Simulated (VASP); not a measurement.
# Zn (P6_3/mmc) in VASP: further runs

Runs on Zn. Level: PBE. Tasks: single point.

All numbers are computed with VASP 6.6.1; they aren't measurements. Logs are shortened: lines on timing, memory, paths and dates and some standing lists are left out, and cuts for length are marked.

### 1 The cell of the first run

Symmetry: P6_3/mmc, No. 194, hexagonal system. The conventional cell has a = 2.511 Å, b = 2.511 Å, c = 4.414 Å, α = 90.00°, β = 90.00°, γ = 120.00°. Zn (site symmetry -6m2) has 12 Zn at 2.51 to 2.64 Å within 3.3 Å.

### 2 Single point, PBE (volume scaled by 0.8)

Contents of INCAR:

```
SYSTEM = Zn
PREC = Accurate ; ENCUT = 520
EDIFF = 1E-7 ; ISMEAR = -1
SIGMA = 0.05 ; LREAL = .FALSE.
LASPH = .TRUE. ; NELM = 100
ALGO = Normal ; ISIF = 2
LWAVE = .FALSE. ; LCHARG = .FALSE.
GGA = PE ; NBANDS = 19
```

Contents of KPOINTS:

```
regular mesh
0
G
  16 16 9
  0 0 0
```

Contents of POSCAR:

```
Zn
1.0
    2.5113870994      0.0000000000      0.0000000000
   -1.2556935497      2.1749250268      0.0000000000
    0.0000000000      0.0000000000      4.4144225783
Zn
2
Direct
    0.3333333333      0.6666666667      0.2500000000
    0.6666666667      0.3333333333      0.7500000000
```

Potentials or basis: VASP PAW PBE potentials, release 64 (Zn).

Run with:

```sh
$ cat potpaw_PBE.64/Zn/POTCAR > POTCAR
$ mpirun -np 1 vasp_std > vasp.out
```

OUTCAR:

```text
SYSTEM = Zn
   PREC = Accurate
   ENCUT = 520
   EDIFF = 1E-7
   ISMEAR = -1
   LREAL = .FALSE.
   LASPH = .TRUE.
   NELM = 100
   ISIF = 2
   GGA = PE

 ion  position               nearest neighbor table
   1  0.333  0.667  0.250-   2 2.64   2 2.64   2 2.64   2 2.64   2 2.64   2 2.64
   2  0.667  0.333  0.750-   1 2.64   1 2.64   1 2.64   1 2.64   1 2.64   1 2.64

  LATTYP: Found a hexagonal cell.
 ALAT       =     2.5113870994
 C/A-ratio  =     1.7577627039

  Lattice vectors:

 A1 = (   2.5113870994,   0.0000000000,   0.0000000000)
 A2 = (  -1.2556935497,   2.1749250268,   0.0000000000)
 A3 = (   0.0000000000,   0.0000000000,   4.4144225783)

Analysis of symmetry for initial positions (statically):
=====================================================================
 Subroutine PRICEL returns:
 Original cell was already a primitive cell.

 Routine SETGRP: Setting up the symmetry group for a
 hexagonal supercell.

 Subroutine GETGRP returns: Found 24 space group operations
 (whereof 12 operations were pure point group operations)
 out of a pool of 24 trial point group operations.

The static configuration has the point symmetry D_3d.
 The point group associated with its full space group is D_6h.

Analysis of symmetry for dynamics (positions and initial velocities):
=====================================================================
 Subroutine PRICEL returns:
 Original cell was already a primitive cell.

 Routine SETGRP: Setting up the symmetry group for a
 hexagonal supercell.

 Subroutine GETGRP returns: Found 24 space group operations
 (whereof 12 operations were pure point group operations)
 out of a pool of 24 trial point group operations.

The dynamic configuration has the point symmetry D_3d.
 The point group associated with its full space group is D_6h.

 Subroutine INISYM returns: Found 24 space group operations
 (whereof 12 operations are pure point group operations),
 and found     1 'primitive' translations

----------------------------------------------------------------------------------------

                                     Primitive cell

  volume of cell :      24.1119

  direct lattice vectors                    reciprocal lattice vectors
     2.511387099  0.000000000  0.000000000     0.398186325  0.229892982  0.000000000
    -1.255693550  2.174925027  0.000000000     0.000000000  0.459785964  0.000000000
     0.000000000  0.000000000  4.414422578     0.000000000  0.000000000  0.226530193

  length of vectors
     2.511387099  2.511387099  4.414422578     0.459785964  0.459785964  0.226530193

  position of ions in fractional coordinates (direct lattice)
     0.333333333  0.666666667  0.250000000
     0.666666667  0.333333333  0.750000000

  ion indices of the primitive-cell ions
   primitive index   ion index
                 1           1
                 2           2

----------------------------------------------------------------------------------------

 KPOINTS: regular mesh

Automatic generation of k-mesh.
 Grid dimensions read from file:
 generate k-points for:   16   16    9

 Generating k-lattice:

  Cartesian coordinates                     Fractional coordinates (reciprocal lattice)
     0.024886645  0.014368311  0.000000000     0.062500000  0.000000000  0.000000000
     0.000000000  0.028736623  0.000000000     0.000000000  0.062500000  0.000000000
     0.000000000  0.000000000  0.025170021     0.000000000  0.000000000  0.111111111

  Length of vectors
     0.028736623  0.028736623  0.025170021

  Shift w.r.t. Gamma in fractional coordinates (k-lattice)
     0.000000000  0.000000000  0.000000000

 Subroutine IBZKPT returns following result:
 ===========================================

 Found    150 irreducible k-points:

 Following reciprocal coordinates:
            Coordinates               Weight
  0.000000  0.000000  0.000000      1.000000
  0.062500  0.000000  0.000000      6.000000
  0.125000  0.000000  0.000000      6.000000
  0.187500  0.000000  0.000000      6.000000
  0.250000  0.000000  0.000000      6.000000
  0.312500  0.000000  0.000000      6.000000
[... 16 lines left out ...]
  0.187500  0.187500  0.000000      6.000000
  0.250000  0.187500  0.000000     12.000000
 [... further k-points ...]
   k-points           NKPTS =    150   k-points in BZ     NKDIM =    150   number of bands    NBANDS=     19
   number of dos      NEDOS =    301   number of ions     NIONS =      2
   total plane-waves  NPLWV =  14400
   dimension x,y,z NGX =    20 NGY =   20 NGZ =   36
   dimension x,y,z NGXF=    40 NGYF=   40 NGZF=   72
   ions per type =               2
   NGX,Y,Z   is equivalent  to a cutoff of  13.24, 13.24, 13.56 a.u.
   NGXF,Y,Z  is equivalent  to a cutoff of  26.48, 26.48, 27.12 a.u.
 SYSTEM =  Zn
   PREC   = accura    normal or accurate (medium, high low for compatibility)
   ISTART =      0    job   : 0-new  1-cont  2-samecut
   ICHARG =      2    charge: 1-file 2-atom 10-const
   ISPIN  =      1    spin polarized calculation?
   LNONCOLLINEAR =      F non collinear calculations
   LSORBIT =      F    spin-orbit coupling
   LASPH  =      T    aspherical Exc in radial PAW
   ENCUT  =  520.0 eV  38.22 Ry    6.18 a.u.   4.67  4.67  8.21*2*pi/ulx,y,z
   NELM   =    100;   NELMIN=  2; NELMDL= -5     # of ELM steps
   EDIFF  = 0.1E-06   stopping-criterion for ELM
   LREAL  =      F    real-space projection
   EDIFFG = 0.1E-05   stopping-criterion for IOM
   NSW    =      0    number of steps for IOM
   IBRION =     -1    ionic relax: 0-MD 1-quasi-New 2-CG
   NFREE  =      0    steps in history (QN), initial steepest desc. (CG)
   ISIF   =      2    stress and relaxation
   ISYM   =      2    0-nonsym 1-usesym 2-fastsym
   POTIM  = 0.5000    time-step for ionic-motion
   TEBEG  =    0.0;   TEEND  =   0.0 temperature during run
   PSTRESS=    0.0 pullay stress
   NELECT =      24.0000    total number of electrons
   NUPDOWN=      -1.0000    fix difference up-down
   EMIN   =  10.00;   EMAX   =-10.00  energy-range for DOS
   EFERMI =   0.00;   METHOD = LEGACY
   ISMEAR =    -1;   SIGMA  =   0.05  broadening in eV -4-tet -1-fermi 0-gaus
   EFERMI_NEDOS =   21; number of points for ismear=-14 and -15
   IALGO  =     38    algorithm
   IMIX   =      4    mixing-type and parameters
     AMIX     =   0.40;   BMIX     =  1.00
     AMIX_MAG =   1.60;   BMIX_MAG =  1.00
  volume/ion in A,a.u.               =      12.06        81.36
  Fermi-wavevector in a.u.,A,eV,Ry     =   1.634562  3.088874 36.351932  2.671792
  Thomas-Fermi vector in A             =   2.726180
   LORBIT       =      0    0 simple, 1 ext, 2 COOP (PROOUT), +10 PAW based schemes
   GGA     = PE    functional components
   LHFCALC =     F    Hartree Fock is set to
   AEXX    =    0.0000 exact exchange contribution
   IVDW    =     0    specifies the selected vdW correction
   LEPSILON=     F    determine dielectric tensor
   LRPA    =     F    only Hartree local field effects (RPA)
 non-spin polarized calculation
  energy-cutoff  :      520.00
  volume of cell :       24.11
 maximum number of plane-waves:       671
 NGX is ok and might be reduce to    20
   NGX =  9   NGY =  9   NGZ = 17

 number of electron      23.9999999 magnetization

 Free energy of the ion-electron system (eV)
  ---------------------------------------------------
  ext. energy  EPLUGINS =         0.00000000
  ---------------------------------------------------
  free energy    TOTEN  =        -1.77582520 eV

  energy without entropy =       -1.77288230  energy(sigma->0) =       -1.77435375

 E-fermi :   5.2555     XC(G=0): -12.8322

 val. band max:        5.2416961355   @ k =   0.3125   0.3125   0.4444
 cond. band min:       5.2689584077   @ k =   0.2500   0.1250   0.0000
 fundamental gap:      0.0272622721
 Fermi energy:         5.2555259987

 k-point     1 :       0.0000    0.0000    0.0000
  band No.  band energies     occupation
      1      -7.4463      2.00000
      2      -4.7554      2.00000
      3      -3.6389      2.00000
      4      -3.4060      2.00000
      5      -3.4060      2.00000
      6      -3.3037      2.00000
[... 11 lines left out ...]
     18      26.1349      0.00000
     19      26.1350      0.00000

 k-point     2 :       0.0625    0.0000    0.0000
  band No.  band energies     occupation
      1      -7.3158      2.00000
      2      -4.6930      2.00000
      3      -3.6321      2.00000
      4      -3.4144      2.00000
      5      -3.3685      2.00000
      6      -3.3209      2.00000
[... 11 lines left out ...]
     18      26.8678      0.00000
     19      27.5987      0.00000

 k-point     3 :       0.1250    0.0000    0.0000
  band No.  band energies     occupation
      1      -6.9305      2.00000
      2      -4.5259      2.00000
      3      -3.6371      2.00000
      4      -3.4249      2.00000
      5      -3.3412      2.00000
      6      -3.2604      2.00000
[... 11 lines left out ...]
     18      25.7394      0.00000
     19      25.9811      0.00000

 k-point     4 :       0.1875    0.0000    0.0000
  band No.  band energies     occupation
      1      -6.3158      2.00000
      2      -4.3258      2.00000
      3      -3.6593      2.00000
      4      -3.4743      2.00000
      5      -3.4056      2.00000
      6      -3.2445      2.00000
[... 11 lines left out ...]
     18      23.3939      0.00000
     19      24.5681      0.00000

 k-point     5 :       0.2500    0.0000    0.0000
  band No.  band energies     occupation
      1      -5.5474      2.00000
      2      -4.2302      2.00000
      3      -3.6978      2.00000
      4      -3.5892      2.00000
      5      -3.5098      2.00000
      6      -3.1353      2.00000
[... 11 lines left out ...]
     18      22.1654      0.00000
     19      25.6018      0.00000
[... 334 lines left out ...]
      2      -4.2266      2.00000
      3      -4.1628      2.00000
      4      -3.4156      2.00000
      5      -3.3119      2.00000
      6      -3.2325      2.00000
[... 11 lines left out ...]
     18      20.0920      0.00000
     19      20.3336      0.00000

 k-point    22 :       0.4375    0.1250    0.0000
  band No.  band energies     occupation
      1      -4.3479      2.00000
      2      -4.2289      2.00000
      3      -4.1902      2.00000
      4      -3.3923      2.00000
      5      -3.3668      2.00000
      6      -3.2041      2.00000
[... 11 lines left out ...]
     18      19.9479      0.00000
     19      20.2151      0.00000

 k-point    23 :       0.1875    0.1875    0.0000
  band No.  band energies     occupation
      1      -4.5448      2.00000
      2      -3.9506      2.00000
      3      -3.9021      2.00000
      4      -3.8778      2.00000
      5      -3.4239      2.00000
      6      -3.4039      2.00000
[... 11 lines left out ...]
     18      19.4333      0.00000
     19      19.7100      0.00000

 k-point    24 :       0.2500    0.1875    0.0000
  band No.  band energies     occupation
      1      -4.1318      2.00000
      2      -4.0279      2.00000
      3      -4.0209      2.00000
      4      -3.7003      2.00000
      5      -3.4602      2.00000
      6      -3.3354      2.00000
[... 11 lines left out ...]
     18      18.4907      0.00000
     19      18.7267      0.00000

 [... further k-points ...]
[... 5 lines left out ...]
  --------------------------------------------------------------------------------------
  -------------------------------------------------------------------------------------
  Total        4.4249960      4.4249960      4.3921211      0.0000000      0.0000000      0.0000000
  in kB      294.0299779    294.0299779    291.8455197      0.0000000      0.0000000      0.0000000
  external PRESSURE =     293.3018251 kB  Pullay stress =       0.0000000 kB

 VOLUME and BASIS-vectors are now :
 -----------------------------------------------------------------------------
  energy-cutoff  :      520.00
  volume of cell :       24.11
      direct lattice vectors                 reciprocal lattice vectors
     2.511387099  0.000000000  0.000000000     0.398186325  0.229892982  0.000000000
    -1.255693550  2.174925027  0.000000000     0.000000000  0.459785964  0.000000000
     0.000000000  0.000000000  4.414422578     0.000000000  0.000000000  0.226530193

 POSITION                                       TOTAL-FORCE (eV/Angst)
 -----------------------------------------------------------------------------------
     -0.00000      1.44995      1.10361        -0.000000      0.000000      0.000000
      1.25569      0.72498      3.31082         0.000000     -0.000000      0.000000
 -----------------------------------------------------------------------------------
    total drift:                                0.000000     -0.000000      0.000000

  FREE ENERGIE OF THE ION-ELECTRON SYSTEM (eV)
  ---------------------------------------------------
  free  energy   TOTEN  =        -1.7758251987 eV

  energy  without entropy=       -1.7728823013  energy(sigma->0) =       -1.77435375
```

It took 43 s on 1 thread of Intel Xeon 6975P-C, shared host; peak memory 0.18 GiB.

Results:

```yaml
Free_energy: -1.7758 eV
Pressure: 29.3 GPa
Band_gap_on_the_k_mesh: zero (band 12 reaches 6.83 eV, above the bottom of band 13 at 2.92 eV)
```

Caveat: the cell differs from its parent crystal (volume scaled by 0.8).

### 3 Single point, PBE

This run uses another cell than the first one, of 13.56 Å³/atom, 1.125 times its volume.

Contents of INCAR:

```
SYSTEM = Zn
PREC = Accurate ; ENCUT = 520
EDIFF = 1E-7 ; ISMEAR = -1
SIGMA = 0.05 ; LREAL = .FALSE.
LASPH = .TRUE. ; NELM = 100
ALGO = Normal ; ISIF = 2
LWAVE = .FALSE. ; LCHARG = .TRUE.
GGA = PE ; LELF = .TRUE.
LVHAR = .TRUE. ; NBANDS = 19
```

Contents of KPOINTS:

```
Automatic mesh
0
G
  16 16 9
  0 0 0
```

Contents of POSCAR:

```
Zn
1.0
    2.5929592875      0.0000000000      0.0000000000
   -1.2964796437      2.2455686139      0.0000000000
    0.0000000000      0.0000000000      4.6586743027
Zn
2
Direct
    0.3333333333      0.6666666667      0.2500000000
    0.6666666667      0.3333333333      0.7500000000
```

Potentials or basis: VASP PAW PBE potentials, release 64 (Zn).

Run with:

```sh
$ cat potpaw_PBE.64/Zn/POTCAR > POTCAR
$ mpirun -np 1 vasp_std > vasp.out
```

It took 36 s on 1 thread of Intel Xeon 6975P-C, shared host; peak memory 0.18 GiB.

It converged, with:

```yaml
Free_energy: -2.1326 eV
Pressure: 10.5 GPa
Band_gap_on_the_k_mesh: zero (band 12 reaches 5.61 eV, above the bottom of band 13 at 1.45 eV)
```

Stress tensor (GPa, compression positive):
```
10.54  0.00  0.00
 0.00 10.54  0.00
 0.00  0.00 10.41
```

Levels at points of the mesh, in eV from the Fermi level:
| k point | band 8 | band 9 | band 10 | band 11 | band 12 | band 13 | band 14 | band 15 | band 16 | band 17 |
| --- | --- | --- | --- | --- | --- | --- | --- | --- | --- | --- |
| (0.00, 0.00, 0.00) | -7.68 | -7.68 | -7.38 | -7.38 | -4.17 | -2.63 | 15.81 | 18.17 | 18.17 | 19.07 |
| (0.50, 0.00, 0.00) | -7.37 | -7.20 | -7.17 | -3.42 | -2.49 | 3.06 | 3.57 | 4.92 | 5.96 | 10.28 |
